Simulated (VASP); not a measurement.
# ZrB in VASP: a series of runs, part 2 of 3

VASP 6.6.1. The steps go on from the part before.

## Step 4: Single point, PBE (uniaxial strain along c: +2.0 %, then relaxed in part)

Input file INCAR:

```
ALGO = Normal
EDIFF = 1E-7
ENCUT = 520
GGA = PE
ISIF = 2
ISMEAR = 0
LASPH = T
LCHARG = F
LREAL = F
LWAVE = F
NBANDS = 23
NELM = 60
PREC = Accurate
SIGMA = 0.1
```

Input file KPOINTS:

```
k-points
0
Gamma
  12 12 10
```

Input file POSCAR:

```
ZrB
1.0
    2.4448403847      2.4448403847      0.0000000000
   -2.4448403847      2.4448403847      0.0000000000
    0.0000000000      0.0000000000      5.0021830746
Zr B
2 2
Direct
    0.0000000000      0.0000000000      0.0000000000
    0.5000000000      0.5000000000      0.5000000000
    0.5000000000      0.5000000000      0.0000000000
    0.0000000000      0.0000000000      0.5000000000
```

Potentials or basis: VASP PAW PBE potentials, release 64 (Zr_sv, B).

Command:

```bash
$ cat potpaw_PBE.64/Zr_sv/POTCAR potpaw_PBE.64/B/POTCAR > POTCAR
$ mpirun -np 1 vasp_std > vasp.out
```

OUTCAR:

```text
EDIFF = 1E-7
   ENCUT = 520
   GGA = PE
   ISIF = 2
   ISMEAR = 0
   LASPH = T
   LREAL = F
   NELM = 60
   PREC = Accurate

 ion  position               nearest neighbor table
   1  0.000  0.000  0.000-   3 2.44   3 2.44   3 2.44   3 2.44   4 2.50   4 2.50   2 3.50   2 3.50
                             2 3.50   2 3.50   2 3.50   2 3.50   2 3.50   2 3.50
   2  0.500  0.500  0.500-   4 2.44   4 2.44   4 2.44   4 2.44   3 2.50   3 2.50   1 3.50   1 3.50
                             1 3.50   1 3.50   1 3.50   1 3.50   1 3.50   1 3.50
   3  0.500  0.500  0.000-   1 2.44   1 2.44   1 2.44   1 2.44   2 2.50   2 2.50
   4  0.000  0.000  0.500-   2 2.44   2 2.44   2 2.44   2 2.44   1 2.50   1 2.50

  LATTYP: Found a simple tetragonal cell.
 ALAT       =     3.4575264299
 C/A-ratio  =     1.4467519413

  Lattice vectors:

 A1 = (   2.4448403847,   2.4448403847,   0.0000000000)
 A2 = (  -2.4448403847,   2.4448403847,   0.0000000000)
 A3 = (   0.0000000000,   0.0000000000,   5.0021830746)

Analysis of symmetry for initial positions (statically):
=====================================================================
 Subroutine PRICEL returns following result:

  LATTYP: Found a body centered tetragonal cell.
 ALAT       =     3.4575264299
 C/A-ratio  =     1.4467519413

  Lattice vectors:

 A1 = (   2.4448403847,   0.0000000000,  -2.5010915373)
 A2 = (  -2.4448403847,   0.0000000000,  -2.5010915373)
 A3 = (   0.0000000000,   2.4448403847,   2.5010915373)

   2 primitive cells build up your supercell.

 Routine SETGRP: Setting up the symmetry group for a
 simple tetragonal supercell.

 Subroutine GETGRP returns: Found 16 space group operations
 (whereof 16 operations were pure point group operations)
 out of a pool of 16 trial point group operations.

The static configuration has the point symmetry D_4h.

Analysis of symmetry for dynamics (positions and initial velocities):
=====================================================================
 Subroutine PRICEL returns following result:

  LATTYP: Found a body centered tetragonal cell.
 ALAT       =     3.4575264299
 C/A-ratio  =     1.4467519413

  Lattice vectors:

 A1 = (   2.4448403847,   0.0000000000,  -2.5010915373)
 A2 = (  -2.4448403847,   0.0000000000,  -2.5010915373)
 A3 = (   0.0000000000,   2.4448403847,   2.5010915373)

   2 primitive cells build up your supercell.

 Routine SETGRP: Setting up the symmetry group for a
 simple tetragonal supercell.

 Subroutine GETGRP returns: Found 16 space group operations
 (whereof 16 operations were pure point group operations)
 out of a pool of 16 trial point group operations.

The dynamic configuration has the point symmetry D_4h.

 Subroutine INISYM returns: Found 16 space group operations
 (whereof 16 operations are pure point group operations),
 and found     2 'primitive' translations

----------------------------------------------------------------------------------------

                                     Primitive cell

  volume of cell :      29.8993

[... 28 lines left out ...]
     0.017042694  0.017042694  0.000000000     0.083333333  0.000000000  0.000000000
    -0.017042694  0.017042694  0.000000000     0.000000000  0.083333333  0.000000000
     0.000000000  0.000000000  0.019991272     0.000000000  0.000000000  0.100000000

  Length of vectors
     0.024102009  0.024102009  0.019991272

  Shift w.r.t. Gamma in fractional coordinates (k-lattice)
     0.000000000  0.000000000  0.000000000

 Subroutine IBZKPT returns following result:
 ===========================================

 Found    168 irreducible k-points:

 Following reciprocal coordinates:
            Coordinates               Weight
  0.000000  0.000000  0.000000      1.000000
  0.083333  0.000000  0.000000      4.000000
  0.166667  0.000000  0.000000      4.000000
  0.250000  0.000000  0.000000      4.000000
  0.333333  0.000000  0.000000      4.000000
  0.416667  0.000000  0.000000      4.000000
[... 16 lines left out ...]
  0.333333  0.333333  0.000000      4.000000
  0.416667  0.333333  0.000000      8.000000
 [... further k-points ...]
   k-points           NKPTS =    168   k-points in BZ     NKDIM =    168   number of bands    NBANDS=     23
   number of dos      NEDOS =    301   number of ions     NIONS =      4
   total plane-waves  NPLWV =  31360
   dimension x,y,z NGX =    28 NGY =   28 NGZ =   40
   dimension x,y,z NGXF=    56 NGYF=   56 NGZF=   80
   ions per type =               2   2
   NGX,Y,Z   is equivalent  to a cutoff of  13.46, 13.46, 13.29 a.u.
   NGXF,Y,Z  is equivalent  to a cutoff of  26.93, 26.93, 26.59 a.u.
 SYSTEM =  unknown system
   PREC   = accura    normal or accurate (medium, high low for compatibility)
   ISTART =      0    job   : 0-new  1-cont  2-samecut
   ICHARG =      2    charge: 1-file 2-atom 10-const
   ISPIN  =      1    spin polarized calculation?
   LNONCOLLINEAR =      F non collinear calculations
   LSORBIT =      F    spin-orbit coupling
   LASPH  =      T    aspherical Exc in radial PAW
   ENCUT  =  520.0 eV  38.22 Ry    6.18 a.u.   6.43  6.43  9.30*2*pi/ulx,y,z
   NELM   =     60;   NELMIN=  2; NELMDL= -5     # of ELM steps
   EDIFF  = 0.1E-06   stopping-criterion for ELM
   LREAL  =      F    real-space projection
   EDIFFG = 0.1E-05   stopping-criterion for IOM
   NSW    =      0    number of steps for IOM
   IBRION =     -1    ionic relax: 0-MD 1-quasi-New 2-CG
   NFREE  =      0    steps in history (QN), initial steepest desc. (CG)
   ISIF   =      2    stress and relaxation
   ISYM   =      2    0-nonsym 1-usesym 2-fastsym
   POTIM  = 0.5000    time-step for ionic-motion
   TEBEG  =    0.0;   TEEND  =   0.0 temperature during run
   PSTRESS=    0.0 pullay stress
   NELECT =      30.0000    total number of electrons
   NUPDOWN=      -1.0000    fix difference up-down
   EMIN   =  10.00;   EMAX   =-10.00  energy-range for DOS
   EFERMI =   0.00;   METHOD = LEGACY
   ISMEAR =     0;   SIGMA  =   0.10  broadening in eV -4-tet -1-fermi 0-gaus
   EFERMI_NEDOS =   21; number of points for ismear=-14 and -15
   IALGO  =     38    algorithm
   IMIX   =      4    mixing-type and parameters
     AMIX     =   0.40;   BMIX     =  1.00
     AMIX_MAG =   1.60;   BMIX_MAG =  1.00
  volume/ion in A,a.u.               =      14.95       100.89
  Fermi-wavevector in a.u.,A,eV,Ry     =   1.300824  2.458200 23.022988  1.692142
  Thomas-Fermi vector in A             =   2.431997
   LORBIT       =      0    0 simple, 1 ext, 2 COOP (PROOUT), +10 PAW based schemes
   GGA     = PE    functional components
   LHFCALC =     F    Hartree Fock is set to
   AEXX    =    0.0000 exact exchange contribution
   IVDW    =     0    specifies the selected vdW correction
   LEPSILON=     F    determine dielectric tensor
   LRPA    =     F    only Hartree local field effects (RPA)
 non-spin polarized calculation
 Gauss-broadening in eV      SIGMA  =   0.10
  energy-cutoff  :      520.00
  volume of cell :       59.80
 maximum number of plane-waves:      1638
 NGX is ok and might be reduce to    28
   NGX = 13   NGY = 13   NGZ = 19

 number of electron      30.0000000 magnetization

 Free energy of the ion-electron system (eV)
  ---------------------------------------------------
  ext. energy  EPLUGINS =         0.00000000
  ---------------------------------------------------
  free energy    TOTEN  =       -31.99499611 eV

  energy without entropy =      -31.98541218  energy(sigma->0) =      -31.99020414

 E-fermi :   7.3195     XC(G=0): -11.4110

 val. band max:        7.3019448933   @ k =   0.4167   0.3333   0.3000
 cond. band min:       7.3222576805   @ k =   0.1667   0.0833   0.2000
 fundamental gap:      0.0203127872
 Fermi energy:         7.3194771990

 k-point     1 :       0.0000    0.0000    0.0000
  band No.  band energies     occupation
      1     -40.2247      2.00000
      2     -40.1562      2.00000
      3     -18.5154      2.00000
      4     -18.2196      2.00000
      5     -18.2196      2.00000
      6     -18.0609      2.00000
[... 613 lines left out ...]
     22      13.1279      0.00000
     23      13.2345      0.00000

 [... further k-points ...]
[... 5 lines left out ...]
  --------------------------------------------------------------------------------------
  -------------------------------------------------------------------------------------
  Total        0.0377987      0.0377987     -2.2500218      0.0000000      0.0000000     -0.0000000
  in kB        1.0127369      1.0127369    -60.2846449      0.0000000      0.0000000     -0.0000000
  external PRESSURE =     -19.4197237 kB  Pullay stress =       0.0000000 kB

 VOLUME and BASIS-vectors are now :
 -----------------------------------------------------------------------------
  energy-cutoff  :      520.00
  volume of cell :       59.80
      direct lattice vectors                 reciprocal lattice vectors
     2.444840385  2.444840385  0.000000000     0.204512329  0.204512329  0.000000000
    -2.444840385  2.444840385  0.000000000    -0.204512329  0.204512329  0.000000000
     0.000000000  0.000000000  5.002183075     0.000000000  0.000000000  0.199912715

 POSITION                                       TOTAL-FORCE (eV/Angst)
 -----------------------------------------------------------------------------------
      0.00000      0.00000      0.00000        -0.000000      0.000000     -0.000000
      0.00000      2.44484      2.50109         0.000000     -0.000000      0.000000
      0.00000      2.44484      0.00000        -0.000000      0.000000     -0.000000
      0.00000      0.00000      2.50109        -0.000000      0.000000     -0.000000
 -----------------------------------------------------------------------------------
    total drift:                               -0.000000      0.000000      0.000000

  FREE ENERGIE OF THE ION-ELECTRON SYSTEM (eV)
  ---------------------------------------------------
  free  energy   TOTEN  =       -31.9949961071 eV

  energy  without entropy=      -31.9854121787  energy(sigma->0) =      -31.99020414
```

OSZICAR:

```text
N       E                     dE             d eps       ncg     rms          rms(c)
DAV:   1     0.232459265181E+03    0.23246E+03   -0.15760E+04  7728   0.129E+03
DAV:   2    -0.196063732753E+02   -0.25207E+03   -0.24234E+03  9283   0.351E+02
DAV:   3    -0.353645827495E+02   -0.15758E+02   -0.15531E+02 13992   0.687E+01
DAV:   4    -0.358099000966E+02   -0.44532E+00   -0.44467E+00  9582   0.108E+01
DAV:   5    -0.358225718004E+02   -0.12672E-01   -0.12671E-01 12093   0.143E+00    0.233E+01
DAV:   6    -0.319775240418E+02    0.38450E+01   -0.12431E+01  8608   0.177E+01    0.801E+00
DAV:   7    -0.319943070949E+02   -0.16783E-01   -0.98935E-01 12372   0.443E+00    0.328E+00
DAV:   8    -0.319938991739E+02    0.40792E-03   -0.47202E-02  8887   0.153E+00    0.800E-01
DAV:   9    -0.319947358244E+02   -0.83665E-03   -0.50981E-03 11997   0.489E-01    0.164E-01
DAV:  10    -0.319949960633E+02   -0.26024E-03   -0.44347E-04 10093   0.181E-01    0.240E-02
DAV:  11    -0.319949999457E+02   -0.38824E-05   -0.49122E-05 11091   0.448E-02    0.116E-02
DAV:  12    -0.319949958745E+02    0.40711E-05   -0.64637E-06  9777   0.210E-02    0.521E-03
DAV:  13    -0.319949960759E+02   -0.20131E-06   -0.42982E-07  9935   0.481E-03    0.398E-04
DAV:  14    -0.319949961071E+02   -0.31233E-07   -0.12387E-08  6069   0.868E-04
   1 F= -.31994996E+02 E0= -.31990204E+02  d E =-.958393E-02
```

Run time: 94 s. Hardware: 1 thread of Intel Xeon Platinum 8559C (Emerald Rapids), shared host; peak memory 0.32 GiB.

Results:

| Quantity | Value |
| --- | --- |
| Free energy | -31.9950 eV |
| Pressure | -1.9 GPa |
| Band gap on the k mesh | zero (band 15 reaches 9.26 eV, above the bottom of band 16 at 6.21 eV) |

Stress tensor (GPa, compression positive):
```
 0.10  0.00  0.00
 0.00  0.10  0.00
 0.00  0.00 -6.03
```

Levels at points of the mesh, in eV from the Fermi level:
| k point | band 12 | band 13 | band 14 | band 15 | band 16 | band 17 | band 18 | band 19 | band 20 | band 21 |
| --- | --- | --- | --- | --- | --- | --- | --- | --- | --- | --- |
| (0.00, 0.00, 0.00) | -0.73 | 1.59 | 1.80 | 1.80 | 2.11 | 2.11 | 2.98 | 3.19 | 3.33 | 3.43 |
| (0.50, 0.00, 0.00) | -2.43 | -1.00 | -1.00 | -0.78 | -0.78 | 3.59 | 3.59 | 5.11 | 5.11 | 5.88 |
| (0.50, 0.50, 0.00) | -0.75 | -0.74 | -0.74 | 1.94 | 1.94 | 1.99 | 1.99 | 4.48 | 4.48 | 5.53 |
| (0.00, 0.00, 0.50) | -1.44 | 0.23 | 0.23 | 1.43 | 1.43 | 1.43 | 1.43 | 3.77 | 3.77 | 5.51 |
| (0.50, 0.00, 0.50) | -3.76 | -1.16 | -1.16 | -1.11 | -1.11 | 4.67 | 4.67 | 4.80 | 4.80 | 5.99 |
| (0.50, 0.50, 0.50) | -0.99 | -0.99 | -0.99 | -0.80 | -0.80 | 4.19 | 4.19 | 4.19 | 4.19 | 5.73 |

Caveat: the cell differs from its parent crystal (uniaxial strain along c: +2.0 %, then relaxed in part).

(Continued in part 3 of 3.)
